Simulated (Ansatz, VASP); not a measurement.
# One calculation of In, two programs

```
In
1.0
     0.00000    3.52438    3.52438
     3.52438    0.00000    3.52438
     3.52438    3.52438    0.00000
In
2
Direct
  0.12500 0.12500 0.12500
  0.87500 0.87500 0.87500
```

Alike in both runs: task single point; functional RPBE; k mesh 9 × 9 × 9; occupations fermi-dirac, width 0.1 eV; no spin polarisation.

|  | VASP | Ansatz |
| --- | --- | --- |
| version | VASP 6.6.1 | Ansatz 0.2.0 |
| potentials or method | VASP PAW PBE potentials, release 64 (In_d), cutoff 520 eV | plane waves (420 eV) with PAW, scalar-relativistic |
| valence electrons in the cell | 26 | 26 |

|  | VASP | Ansatz | Ansatz less VASP |
| --- | --- | --- | --- |
| pressure (GPa) | -1.0 | -1.0 | +0.02 |

VASP's potentials were made for PBE, not for RPBE.
